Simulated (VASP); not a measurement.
# C17O2 in VASP: single point with PBE+D3(BJ)

Aim: the single point of C17O2 with PBE+D3(BJ).

Program: VASP 6.6.1. These are calculated values, not measurements. Logs are shortened: lines on timing, memory, paths and dates and some standing lists are left out, and cuts for length are marked.

**1. The cell of the first run**

The cell holds a slab with vacuum, 19 atoms: a = 4.912 Å, b = 3.635 Å, c = 29.985 Å, α = 90.00°, β = 90.00°, γ = 109.74°.

**2. Single point, PBE+D3(BJ)**

Input file INCAR:

```
  PREC = Accurate
  ENCUT = 520
  EDIFF = 1E-6
  ISMEAR = 0
  SIGMA = 0.1
  LREAL = Auto
  LASPH = True
  NELM = 80
  ALGO = Normal
  ISIF = 2
  LWAVE = False
  LCHARG = False
  LDIPOL = True
  IDIPOL = 3
  DIPOL = 0.5 0.5 0.475
  GGA = PE
  IVDW = 12
  NBANDS = 55
```

Input file KPOINTS:

```
regular mesh
0
Gamma
  6 8 1
```

Input file POSCAR:

```
C17O2
1.0
    4.9121053800      0.0000000000      0.0000000000
   -1.2280263500      3.4212811100      0.0000000000
    0.0000000000      0.0000000000     29.9850034135
C O
17 2
Direct
    0.3999267600      0.5997070500      0.3335000454
    0.8999267600      0.5997070500      0.3335000454
    0.1644913300      0.6579653200      0.3562618368
    0.6644913300      0.6579653200      0.3562618368
    0.1821358100      0.7285432300      0.4028957439
    0.6821358100      0.7285432300      0.4028957439
    0.4467003750      0.7868015000      0.4256575354
    0.9467003750      0.7868015000      0.4256575354
    0.4712091152      0.8954873764      0.4717840978
    0.9763953883      0.8950311739      0.4717191233
    0.2398788920      0.9600909603      0.4958150148
    0.7375203310      0.9480303129      0.4931198528
    0.2754520785      1.0960352866      0.5426026977
    0.7676100421      1.0719761663      0.5375087258
    0.0283358693      0.1535749539      0.5620616402
    0.5546534341      0.1556354915      0.5621181067
    0.6924299301      1.3123851564      0.6049768908
   -0.0040104476      0.2935156645      0.6023869418
    0.6243034065      1.4556545878      0.6368172391
```

Potentials or basis: VASP PAW PBE potentials, release 64 (C, O).

Launch:

```bash
> cat potpaw_PBE.64/C/POTCAR potpaw_PBE.64/O/POTCAR > POTCAR
> mpirun -np 1 vasp_std > vasp.out
```

OUTCAR:

```text
PREC = Accurate
   ENCUT = 520
   EDIFF = 1E-6
   ISMEAR = 0
   LREAL = Auto
   LASPH = True
   NELM = 80
   ISIF = 2
   GGA = PE
   IVDW = 12
 IVDW          = 12

 ion  position               nearest neighbor table
   1  0.400  0.600  0.334-   3 1.42   4 1.42
   2  0.900  0.600  0.334-   4 1.42   3 1.42
   3  0.164  0.658  0.356-   5 1.42   1 1.42   2 1.42
   4  0.664  0.658  0.356-   6 1.42   2 1.42   1 1.42
   5  0.182  0.729  0.403-   3 1.42   7 1.42   8 1.42
   6  0.682  0.729  0.403-   4 1.42   8 1.42   7 1.42
   7  0.447  0.787  0.426-   5 1.42   6 1.42   9 1.43
   8  0.947  0.787  0.426-   6 1.42   5 1.42  10 1.43
   9  0.471  0.895  0.472-  12 1.41  11 1.43   7 1.43
  10  0.976  0.895  0.472-  12 1.41   8 1.43  11 1.43
  11  0.240  0.960  0.496-   9 1.43  10 1.43  13 1.48
  12  0.738  0.948  0.493-  14 1.40  10 1.41   9 1.41
  13  0.275  0.096  0.543-  15 1.42  16 1.44  11 1.48
  14  0.768  0.072  0.538-  16 1.40  12 1.40  15 1.42
  15  0.028  0.154  0.562-  18 1.34  14 1.42  13 1.42
  16  0.555  0.156  0.562-  14 1.40  13 1.44  17 1.47
  17  0.692  0.312  0.605-  19 1.19  16 1.47  18 1.52
  18  0.996  0.294  0.602-  15 1.34  17 1.52
  19  0.624  0.456  0.637-  17 1.19

  Warning from LATTYP: Monoclinic adjustment (A1->A3, A2->A1, A3->A2)!
  LATTYP: Found a simple monoclinic cell.
 ALAT       =     3.6349983700
 B/A-ratio  =     8.2489730012
 C/A-ratio  =     1.3513363364
 COS(beta)  =    -0.3378340855

  Lattice vectors:

 A1 = (  -1.2280263500,   3.4212811100,   0.0000000000)
 A2 = (   0.0000000000,   0.0000000000,  29.9850034135)
 A3 = (   4.9121053800,   0.0000000000,   0.0000000000)

Analysis of symmetry for initial positions (statically):
=====================================================================
 Subroutine PRICEL returns:
 Original cell was already a primitive cell.

 Routine SETGRP: Setting up the symmetry group for a
 simple monoclinic supercell.

 Subroutine GETGRP returns: Found  1 space group operations
 (whereof  1 operations were pure point group operations)
 out of a pool of  4 trial point group operations.

The static configuration has the point symmetry C_1 .

Analysis of symmetry for dynamics (positions and initial velocities):
=====================================================================
 Subroutine PRICEL returns:
 Original cell was already a primitive cell.

 Routine SETGRP: Setting up the symmetry group for a
 simple monoclinic supercell.
[... 151 lines left out ...]
   NUPDOWN=      -1.0000    fix difference up-down
   EMIN   =  10.00;   EMAX   =-10.00  energy-range for DOS
   EFERMI =   0.00;   METHOD = LEGACY
   ISMEAR =     0;   SIGMA  =   0.10  broadening in eV -4-tet -1-fermi 0-gaus
   EFERMI_NEDOS =   21; number of points for ismear=-14 and -15
   IALGO  =     38    algorithm
   IMIX   =      4    mixing-type and parameters
     AMIX     =   0.40;   BMIX     =  1.00
     AMIX_MAG =   1.60;   BMIX_MAG =  1.00
  volume/ion in A,a.u.               =      26.52       178.98
  Fermi-wavevector in a.u.,A,eV,Ry     =   0.886444  1.675136 10.691227  0.785783
  Thomas-Fermi vector in A             =   2.007611
   LORBIT       =      0    0 simple, 1 ext, 2 COOP (PROOUT), +10 PAW based schemes
   GGA     = PE    functional components
   LHFCALC =     F    Hartree Fock is set to
   AEXX    =    0.0000 exact exchange contribution
   IVDW    =    12    specifies the selected vdW correction
   LEPSILON=     F    determine dielectric tensor
   LRPA    =     F    only Hartree local field effects (RPA)
 non-spin polarized calculation
 Gauss-broadening in eV      SIGMA  =   0.10
  energy-cutoff  :      520.00
  volume of cell :      503.92
 maximum number of plane-waves:     13620
 NGX is ok and might be reduce to    40
   NGX = 19   NGY = 13   NGZ =111

 dipolmoment           0.000000      0.000000     -0.323646 electrons x Angstroem

 number of electron      80.0000003 magnetization

 dipolmoment           0.000000      0.000000      0.056365 electrons x Angstroem

 Free energy of the ion-electron system (eV)
  ---------------------------------------------------
  ext. energy  EPLUGINS =         0.00000000
  ---------------------------------------------------
  free energy    TOTEN  =      -161.58587103 eV

  energy without entropy =     -161.54476272  energy(sigma->0) =     -161.56531687

 E-fermi :  -3.3207     XC(G=0):  -3.9680

 val. band max:       -3.3215624893   @ k =   0.0000   0.2500   0.0000
 cond. band min:      -3.2973524725   @ k =   0.1667   0.1250   0.0000
 fundamental gap:      0.0242100168
 Fermi energy:        -3.3206620031

 k-point     1 :       0.0000    0.0000    0.0000
  band No.  band energies     occupation
      1     -26.3573      2.00000
      2     -24.7898      2.00000
      3     -22.4403      2.00000
      4     -21.3969      2.00000
      5     -19.8192      2.00000
      6     -18.2391      2.00000
[... 1309 lines left out ...]
     51       4.8653      0.00000
     52       5.0418      0.00000

 [... further k-points ...]

 [bands above 52 left out]

------------------------ aborting loop because EDIFF is reached ----------------------------------------

 vacuum level on the upper side and lower side of the slab       (xc-potential included)         0.247        -0.421

 Edisp (eV)   -2.37629

 E8    (eV) :    -0.6930

  FORCE on cell =-STRESS in cart. coord.  units (eV):
  Direction    XX          YY          ZZ          XY          YZ          ZX
  --------------------------------------------------------------------------------------
  -------------------------------------------------------------------------------------
  Total      -0.76762     0.26424     1.95145    -0.44384     0.49873    -0.29030
  in kB      -2.44060     0.84013     6.20451    -1.41115     1.58568    -0.92300
  external pressure =        1.53 kB  Pullay stress =        0.00 kB

 VOLUME and BASIS-vectors are now :
 -----------------------------------------------------------------------------
  energy-cutoff  :      520.00
  volume of cell :      503.92
      direct lattice vectors                 reciprocal lattice vectors
     4.912105380  0.000000000  0.000000000     0.203578694  0.073072043  0.000000000
    -1.228026350  3.421281110  0.000000000     0.000000000  0.292288172  0.000000000
     0.000000000  0.000000000 29.985003413     0.000000000  0.000000000  0.033350005

 POSITION                                       TOTAL-FORCE (eV/Angst)
 -----------------------------------------------------------------------------------
      1.22803      2.05177     10.00000         0.033929      0.732958      1.685625
      3.68408      2.05177     10.00000        -0.033744      0.738561      1.693208
     -0.00000      2.25108     10.68251        -0.010456     -1.290676     -2.887652
      2.45605      2.25108     10.68251         0.002591     -1.282563     -2.824992
      0.00000      2.49255     12.08083        -0.013974      0.893048      0.869872
      2.45605      2.49255     12.08083         0.013271      0.929884      1.183945
[... 11 lines left out ...]
      4.53196      1.00420     18.06257         0.012689      0.074784      0.176961
      2.50709      1.55892     19.09497        -0.266607      0.251201      0.488327
 -----------------------------------------------------------------------------------
    total drift:                                0.030196     -0.012000     -0.027763

  FREE ENERGIE OF THE ION-ELECTRON SYSTEM (eV)
  ---------------------------------------------------
  free  energy   TOTEN  =      -163.9621567832 eV

  energy  without entropy=     -163.9210484732  energy(sigma->0) =     -163.94160263

 vacuum level on the upper side and lower side of the slab         4.003         3.316
```

Wall time 30 min (1 thread of Intel Xeon Platinum 8488C (Sapphire Rapids), shared host); peak memory 0.79 GiB.

Results:

```
Free energy                : -163.9622 eV
Largest force              : 3.163 eV/Å
Band gap on the k mesh     : zero (bands 40 and 41 overlap by 0.38 eV)
Dispersion energy per atom : -0.125 eV
```

Forces in eV/Å, atoms in the order of the input:
```
C    0.034  0.733  1.686
C   -0.034  0.739  1.693
C   -0.010 -1.291 -2.888
C    0.003 -1.283 -2.825
C   -0.014  0.893  0.870
C    0.013  0.930  1.184
C   -0.444 -0.363  0.113
C    0.442 -0.377  0.102
C    0.000  0.000 -0.005
C    0.001 -0.002 -0.003
C   -0.008  0.001  0.015
C   -0.005  0.000  0.005
C    0.008  0.002  0.002
C    0.003 -0.009 -0.011
C    0.100 -0.068 -0.162
C   -0.041  0.003  0.004
C    0.205 -0.235 -0.444
O    0.013  0.075  0.177
O   -0.267  0.251  0.488
```

Levels at points of the mesh, in eV from the Fermi level:
| k point | band 37 | band 38 | band 39 | band 40 | band 41 | band 42 | band 43 | band 44 |
| --- | --- | --- | --- | --- | --- | --- | --- | --- |
| (0.00, 0.00, 0.00) | -1.86 | -1.73 | -0.40 | -0.34 | -0.08 | 0.88 | 2.00 | 2.69 |
| (0.50, 0.00, 0.00) | -2.17 | -1.27 | -0.93 | -0.13 | -0.12 | 1.53 | 2.25 | 3.10 |
| (0.00, 0.50, 0.00) | -1.90 | -1.72 | -0.34 | 0.23 | 0.27 | 0.89 | 1.88 | 2.71 |
| (0.50, 0.50, 0.00) | -2.19 | -1.81 | -1.12 | 0.04 | 0.05 | 1.94 | 2.67 | 3.56 |

The gap in the log of VASP goes by the Fermi energy; the results here count the filled bands.